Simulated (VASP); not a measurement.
# Zn in VASP: further runs

Aim: see how the results for Zn move with the level of theory and the settings. Levels: PBEsol, LDA, RPBE. Tasks: single point.

Program: VASP 6.6.1. These are calculated values, not measurements. Logs are shortened: lines on timing, memory, paths and dates and some standing lists are left out, and cuts for length are marked.

## (1) The cell of the first run

The structure is tetragonal, space group I4/mmm (No. 139). Conventional cell: a = 3.170 Å, b = 3.170 Å, c = 3.075 Å, α = 90.00°, β = 90.00°, γ = 90.00°. Zn (site symmetry 4/mmm) has 14 Zn at 2.72 to 3.17 Å within 3.6 Å.

## (2) Single point, PBEsol

The input, INCAR:

```
  PREC = Accurate
  ENCUT = 520
  EDIFF = 1E-6
  ISMEAR = -1
  SIGMA = 0.05
  LREAL = F
  LASPH = T
  NELM = 60
  ALGO = Normal
  ISIF = 2
  LWAVE = F
  LCHARG = F
  GGA = PS
  NBANDS = 12
```

The input, KPOINTS:

```
regular mesh
0
Gamma
  12 12 12
```

The input, POSCAR:

```
Zn
1.0
   -1.5849667180      1.5849667180      1.5376562600
    1.5849667180     -1.5849667180      1.5376562600
    1.5849667180      1.5849667180     -1.5376562600
Zn
1
Direct
    0.0000000000      0.0000000000      0.0000000000
```

Potentials or basis: VASP PAW PBE potentials, release 64 (Zn).

Launch:

```
> cat potpaw_PBE.64/Zn/POTCAR > POTCAR
> mpirun -np 1 vasp_std > vasp.out
```

OUTCAR:

```text
PREC = Accurate
   ENCUT = 520
   EDIFF = 1E-6
   ISMEAR = -1
   LREAL = F
   LASPH = T
   NELM = 60
   ISIF = 2
   GGA = PS

 ion  position               nearest neighbor table
   1  0.000  0.000  0.000-

  LATTYP: Found a body centered tetragonal cell.
 ALAT       =     3.1699334360
 C/A-ratio  =     0.9701505038

  Lattice vectors:

 A1 = (  -1.5849667180,   1.5849667180,   1.5376562600)
 A2 = (   1.5849667180,  -1.5849667180,   1.5376562600)
 A3 = (   1.5849667180,   1.5849667180,  -1.5376562600)

Analysis of symmetry for initial positions (statically):
=====================================================================
 Subroutine PRICEL returns:
 Original cell was already a primitive cell.

 Routine SETGRP: Setting up the symmetry group for a
 body centered tetragonal supercell.

 Subroutine GETGRP returns: Found 16 space group operations
 (whereof 16 operations were pure point group operations)
 out of a pool of 16 trial point group operations.

The static configuration has the point symmetry D_4h.

Analysis of symmetry for dynamics (positions and initial velocities):
=====================================================================
 Subroutine PRICEL returns:
 Original cell was already a primitive cell.

 Routine SETGRP: Setting up the symmetry group for a
 body centered tetragonal supercell.

 Subroutine GETGRP returns: Found 16 space group operations
 (whereof 16 operations were pure point group operations)
 out of a pool of 16 trial point group operations.

The dynamic configuration has the point symmetry D_4h.

 Subroutine INISYM returns: Found 16 space group operations
 (whereof 16 operations are pure point group operations),
 and found     1 'primitive' translations

----------------------------------------------------------------------------------------

                                     Primitive cell

  volume of cell :      15.4511

  direct lattice vectors                    reciprocal lattice vectors
    -1.584966718  1.584966718  1.537656260     0.000000000  0.315464037  0.325170204
     1.584966718 -1.584966718  1.537656260     0.315464037  0.000000000  0.325170204
     1.584966718  1.584966718 -1.537656260     0.315464037  0.315464037  0.000000000

  length of vectors
     2.718202672  2.718202672  2.718202672     0.453048806  0.453048806  0.446133520

  position of ions in fractional coordinates (direct lattice)
     0.000000000  0.000000000  0.000000000

  ion indices of the primitive-cell ions
   primitive index   ion index
                 1           1

----------------------------------------------------------------------------------------

 KPOINTS: regular mesh

Automatic generation of k-mesh.
 Grid dimensions read from file:
 generate k-points for:   12   12   12

 Generating k-lattice:

  Cartesian coordinates                     Fractional coordinates (reciprocal lattice)
     0.000000000  0.026288670  0.027097517     0.083333333  0.000000000  0.000000000
     0.026288670  0.000000000  0.027097517     0.000000000  0.083333333  0.000000000
     0.026288670  0.026288670  0.000000000     0.000000000  0.000000000  0.083333333

  Length of vectors
     0.037754067  0.037754067  0.037177793

  Shift w.r.t. Gamma in fractional coordinates (k-lattice)
     0.000000000  0.000000000  0.000000000

 Subroutine IBZKPT returns following result:
 ===========================================

 Found    163 irreducible k-points:

 Following reciprocal coordinates:
            Coordinates               Weight
  0.000000  0.000000  0.000000      1.000000
  0.083333  0.000000 -0.000000      8.000000
  0.166667 -0.000000  0.000000      8.000000
  0.250000 -0.000000  0.000000      8.000000
  0.333333 -0.000000  0.000000      8.000000
  0.416667 -0.000000  0.000000      8.000000
[... 16 lines left out ...]
  0.500000  0.166667  0.000000     16.000000
 -0.416667  0.166667 -0.000000     16.000000
 [... further k-points ...]
   k-points           NKPTS =    163   k-points in BZ     NKDIM =    163   number of bands    NBANDS=     12
   number of dos      NEDOS =    301   number of ions     NIONS =      1
   total plane-waves  NPLWV =   8000
   dimension x,y,z NGX =    20 NGY =   20 NGZ =   20
   dimension x,y,z NGXF=    40 NGYF=   40 NGZF=   40
   ions per type =               1
   NGX,Y,Z   is equivalent  to a cutoff of  12.23, 12.23, 12.23 a.u.
   NGXF,Y,Z  is equivalent  to a cutoff of  24.46, 24.46, 24.46 a.u.
 SYSTEM =  unknown system
   PREC   = accura    normal or accurate (medium, high low for compatibility)
   ISTART =      0    job   : 0-new  1-cont  2-samecut
   ICHARG =      2    charge: 1-file 2-atom 10-const
   ISPIN  =      1    spin polarized calculation?
   LNONCOLLINEAR =      F non collinear calculations
   LSORBIT =      F    spin-orbit coupling
   LASPH  =      T    aspherical Exc in radial PAW
   ENCUT  =  520.0 eV  38.22 Ry    6.18 a.u.   5.05  5.05  5.05*2*pi/ulx,y,z
   NELM   =     60;   NELMIN=  2; NELMDL= -5     # of ELM steps
   EDIFF  = 0.1E-05   stopping-criterion for ELM
   LREAL  =      F    real-space projection
   EDIFFG = 0.1E-04   stopping-criterion for IOM
   NSW    =      0    number of steps for IOM
   IBRION =     -1    ionic relax: 0-MD 1-quasi-New 2-CG
   NFREE  =      0    steps in history (QN), initial steepest desc. (CG)
   ISIF   =      2    stress and relaxation
   ISYM   =      2    0-nonsym 1-usesym 2-fastsym
   POTIM  = 0.5000    time-step for ionic-motion
   TEBEG  =    0.0;   TEEND  =   0.0 temperature during run
   PSTRESS=    0.0 pullay stress
   NELECT =      12.0000    total number of electrons
   NUPDOWN=      -1.0000    fix difference up-down
   EMIN   =  10.00;   EMAX   =-10.00  energy-range for DOS
   EFERMI =   0.00;   METHOD = LEGACY
   ISMEAR =    -1;   SIGMA  =   0.05  broadening in eV -4-tet -1-fermi 0-gaus
   EFERMI_NEDOS =   21; number of points for ismear=-14 and -15
   IALGO  =     38    algorithm
   IMIX   =      4    mixing-type and parameters
     AMIX     =   0.40;   BMIX     =  1.00
     AMIX_MAG =   1.60;   BMIX_MAG =  1.00
  volume/ion in A,a.u.               =      15.45       104.27
  Fermi-wavevector in a.u.,A,eV,Ry     =   1.504811  2.843681 30.809811  2.264457
  Thomas-Fermi vector in A             =   2.615742
   LORBIT       =      0    0 simple, 1 ext, 2 COOP (PROOUT), +10 PAW based schemes
   GGA     = PS    functional components
   LHFCALC =     F    Hartree Fock is set to
   AEXX    =    0.0000 exact exchange contribution
   IVDW    =     0    specifies the selected vdW correction
   LEPSILON=     F    determine dielectric tensor
   LRPA    =     F    only Hartree local field effects (RPA)
 non-spin polarized calculation
  energy-cutoff  :      520.00
  volume of cell :       15.45
 maximum number of plane-waves:       426
   NGX = 11   NGY = 11   NGZ = 11

 number of electron      12.0000016 magnetization

 Free energy of the ion-electron system (eV)
  ---------------------------------------------------
  ext. energy  EPLUGINS =         0.00000000
  ---------------------------------------------------
  free energy    TOTEN  =        -1.46954372 eV

  energy without entropy =       -1.46526990  energy(sigma->0) =       -1.46740681

 E-fermi :   2.9303     XC(G=0): -11.6308

 val. band max:        2.9170978106   @ k =   0.3333   0.3333   0.0833
 cond. band min:       2.9376403387   @ k =  -0.2500  -0.4167   0.0833
 fundamental gap:      0.0205425281
 Fermi energy:         2.9303265892

 k-point     1 :       0.0000    0.0000    0.0000
  band No.  band energies     occupation
      1      -7.4359      2.00000
      2      -4.8454      2.00000
      3      -4.7890      2.00000
      4      -4.7890      2.00000
      5      -4.3349      2.00000
      6      -4.2845      2.00000
      7      21.5959      0.00000
      8      21.5959      0.00000
      9      22.1432      0.00000
     10      23.5778      0.00000
     11      23.5778      0.00000
     12      24.0281      0.00000

 k-point     2 :       0.0833    0.0000   -0.0000
  band No.  band energies     occupation
      1      -7.2151      2.00000
      2      -4.8468      2.00000
      3      -4.7853      2.00000
      4      -4.7572      2.00000
      5      -4.3371      2.00000
      6      -4.2979      2.00000
      7      19.3522      0.00000
      8      20.2057      0.00000
      9      20.7261      0.00000
     10      22.1812      0.00000
     11      22.2417      0.00000
     12      23.6572      0.00000

 k-point     3 :       0.1667   -0.0000    0.0000
  band No.  band energies     occupation
      1      -6.5807      2.00000
      2      -4.8977      2.00000
      3      -4.7611      2.00000
      4      -4.6199      2.00000
      5      -4.3534      2.00000
      6      -4.3076      2.00000
      7      15.1354      0.00000
      8      18.1984      0.00000
      9      18.9732      0.00000
     10      20.6207      0.00000
     11      21.2132      0.00000
     12      24.2709      0.00000

 k-point     4 :       0.2500   -0.0000    0.0000
  band No.  band energies     occupation
      1      -5.7522      2.00000
      2      -4.9751      2.00000
      3      -4.5209      2.00000
      4      -4.4162      2.00000
      5      -4.3620      2.00000
      6      -4.2976      2.00000
      7      11.1211      0.00000
      8      16.4406      0.00000
      9      17.4290      0.00000
     10      19.4266      0.00000
     11      20.3879      0.00000
     12      25.4331      0.00000

 k-point     5 :       0.3333   -0.0000    0.0000
  band No.  band energies     occupation
      1      -5.4301      2.00000
      2      -5.0529      2.00000
      3      -4.3516      2.00000
      4      -4.2796      2.00000
      5      -4.2012      2.00000
      6      -3.3534      2.00000
      7       7.4550      0.00000
      8      15.0903      0.00000
      9      16.2689      0.00000
     10      18.5968      0.00000
     11      19.8173      0.00000
     12      27.0103      0.00000

 k-point     6 :       0.4167   -0.0000    0.0000
  band No.  band energies     occupation
      1      -5.4342      2.00000
      2      -5.1098      2.00000
      3      -4.3353      2.00000
      4      -4.2616      2.00000
      5      -4.0365      2.00000
      6      -1.4399      2.00000
      7       4.2077      0.00000
      8      14.2375      0.00000
      9      15.5535      0.00000
     10      18.1098      0.00000
     11      19.4911      0.00000
     12      28.8352      0.00000

 k-point     7 :       0.5000   -0.0000    0.0000
  band No.  band energies     occupation
      1      -5.4526      2.00000
      2      -5.1306      2.00000
      3      -4.3288      2.00000
      4      -4.2538      2.00000
      5      -3.9745      2.00000
      6       0.3160      2.00000
      7       2.0191      2.00000
      8      13.9452      0.00000
      9      15.3118      0.00000
     10      17.9494      0.00000
     11      19.3859      0.00000
     12      30.0129      0.00000

 k-point     8 :       0.0833    0.0833   -0.0000
  band No.  band energies     occupation
      1      -6.7789      2.00000
      2      -4.8640      2.00000
      3      -4.8093      2.00000
      4      -4.6491      2.00000
      5      -4.3382      2.00000
      6      -4.3132      2.00000
      7      17.1288      0.00000
      8      17.4223      0.00000
      9      18.8205      0.00000
     10      22.2022      0.00000
     11      22.4078      0.00000
     12      23.3092      0.00000
[... 166 lines left out ...]
 k-point    20 :       0.2500    0.1667    0.0000
  band No.  band energies     occupation
      1      -5.2336      2.00000
      2      -4.9775      2.00000
      3      -4.5977      2.00000
      4      -4.3882      2.00000
      5      -4.2139      2.00000
      6      -2.5046      2.00000
      7       7.9229      0.00000
      8      10.4036      0.00000
      9      14.8895      0.00000
     10      21.0540      0.00000
     11      23.1784      0.00000
     12      25.7167      0.00000

 k-point    21 :       0.3333    0.1667    0.0000
  band No.  band energies     occupation
      1      -5.2639      2.00000
      2      -5.0401      2.00000
      3      -4.4608      2.00000
      4      -4.3437      2.00000
      5      -4.1601      2.00000
      6      -0.5747      2.00000
      7       4.7017      0.00000
      8       9.6280      0.00000
      9      14.3080      0.00000
     10      20.5361      0.00000
     11      24.4244      0.00000
     12      25.7847      0.00000

 k-point    22 :       0.4167    0.1667    0.0000
  band No.  band energies     occupation
      1      -5.2821      2.00000
      2      -5.0598      2.00000
      3      -4.4284      2.00000
      4      -4.3265      2.00000
      5      -4.1331      2.00000
      6       1.2772      2.00000
      7       2.4464      1.99987
      8       9.3218      0.00000
      9      14.1671      0.00000
     10      20.3280      0.00000
     11      24.8984      0.00000
     12      27.1293      0.00000

 k-point    23 :       0.5000    0.1667    0.0000
  band No.  band energies     occupation
      1      -5.2544      2.00000
      2      -5.0412      2.00000
      3      -4.4559      2.00000
      4      -4.3399      2.00000
      5      -4.1860      2.00000
      6      -0.7034      2.00000
      7       4.8913      0.00000
      8       9.4940      0.00000
      9      14.4808      0.00000
     10      20.4333      0.00000
     11      25.0316      0.00000
     12      26.6910      0.00000

 k-point    24 :      -0.4167    0.1667   -0.0000
  band No.  band energies     occupation
      1      -5.2174      2.00000
      2      -4.9852      2.00000
      3      -4.5939      2.00000
      4      -4.3811      2.00000
      5      -4.2578      2.00000
      6      -2.5950      2.00000
      7       8.1414      0.00000
      8      10.1370      0.00000
      9      15.2383      0.00000
     10      20.8461      0.00000
     11      24.1957      0.00000
     12      26.1558      0.00000

 [... further k-points ...]
[... 5 lines left out ...]
  --------------------------------------------------------------------------------------
  -------------------------------------------------------------------------------------
  Total       -0.4634770     -0.4634770     -0.4992535      0.0000000      0.0000000      0.0000000
  in kB      -48.0594989    -48.0594989    -51.7692880      0.0000000      0.0000000      0.0000000
  external PRESSURE =     -49.2960953 kB  Pullay stress =       0.0000000 kB

 VOLUME and BASIS-vectors are now :
 -----------------------------------------------------------------------------
  energy-cutoff  :      520.00
  volume of cell :       15.45
      direct lattice vectors                 reciprocal lattice vectors
    -1.584966718  1.584966718  1.537656260     0.000000000  0.315464037  0.325170204
     1.584966718 -1.584966718  1.537656260     0.315464037  0.000000000  0.325170204
     1.584966718  1.584966718 -1.537656260     0.315464037  0.315464037  0.000000000

 POSITION                                       TOTAL-FORCE (eV/Angst)
 -----------------------------------------------------------------------------------
      0.00000      0.00000      0.00000         0.000000     -0.000000      0.000000
 -----------------------------------------------------------------------------------
    total drift:                                0.000000     -0.000000      0.000000

  FREE ENERGIE OF THE ION-ELECTRON SYSTEM (eV)
  ---------------------------------------------------
  free  energy   TOTEN  =        -1.4695437221 eV

  energy  without entropy=       -1.4652699039  energy(sigma->0) =       -1.46740681
```

It took 15 s on 1 thread of AMD EPYC 7R13 (Zen 3), shared host; peak memory 0.11 GiB.

What came out:

| Property | Result |
| --- | --- |
| Free energy | -1.4695 eV |
| Pressure | -4.9 GPa |
| Band gap on the k mesh | zero (band 6 reaches 6.77 eV, above the bottom of band 7 at 1.71 eV) |

Levels at points of the mesh, in eV from the Fermi level:
```csv
k point,band 4,band 5,band 6,band 7,band 8,band 9
"(0.00, 0.00, 0.00)",-7.72,-7.27,-7.21,18.67,18.67,19.21
"(0.50, 0.00, 0.00)",-7.18,-6.90,-2.61,-0.91,11.01,12.38
"(0.50, 0.50, 0.00)",-7.22,-6.91,-2.78,-1.22,11.68,13.16
"(0.50, 0.50, 0.50)",-6.99,-6.98,3.84,3.84,4.77,7.23
```

Caveat: the PAW data sets were made with another functional, which shifts forces and pressure a little.

## (3) Single point, LDA

The input, INCAR:

```
SYSTEM = Zn
PREC     = Accurate       ! precision mode
ENCUT    = 520            ! plane-wave cutoff, eV
EDIFF    = 1E-6           ! SCF threshold, eV
ISMEAR   = 0              ! smearing method
SIGMA    = 0.02           ! smearing width, eV
LREAL    = .False.        ! projectors in reciprocal space
LASPH    = .True.         ! aspherical terms in the spheres
NELM     = 60             ! most SCF steps
ALGO     = Normal         ! electronic algorithm
ISIF     = 2              ! what is computed and relaxed
LWAVE    = .False.        ! write WAVECAR
LCHARG   = .False.        ! write CHGCAR
GGA      = CA             ! functional
NBANDS   = 12             ! bands
```

The input, KPOINTS:

```
regular mesh
0
Gamma
  12 12 12
  0 0 0
```

The input, POSCAR:

```
Zn
1.0
    2.7176518000      0.0000000000      0.0000000000
   -0.9058839331      2.5622266890      0.0000000000
   -0.9058839331     -1.2811133441      2.2189534032
Zn
1
Direct
    0.0000000000      0.0000000000      0.0000000000
```

Potentials or basis: VASP PAW LDA potentials, release 64 (Zn).

Launch:

```
> cat potpaw_LDA.64/Zn/POTCAR > POTCAR
> mpirun -np 1 vasp_std > vasp.out
```

Wall time 8.8 s (1 thread of AMD EPYC 7R13, shared host); peak memory 0.09 GiB.

The run converged. Its results:

| Item | Value |
| --- | --- |
| Free energy | -1.7215 eV |
| Pressure | -7.9 GPa |
| Band gap on the k mesh | zero (band 6 reaches 6.98 eV, above the bottom of band 7 at 1.80 eV) |

Levels at points of the mesh, in eV from the Fermi level:
```
           k point  band 3  band 4  band 5  band 6  band 7  band 8  band 9  band 10
(0.00, 0.00, 0.00)   -7.74   -7.74   -7.23   -7.23   18.82   18.82   18.82    20.94
(0.50, 0.00, 0.00)   -7.26   -7.20   -6.90   -2.52   -0.96   11.22   12.74    15.43
(0.50, 0.50, 0.50)   -6.98   -6.98   -6.98    4.22    4.22    4.22    7.36     8.76
```

(Continued in part 2 of 2.)
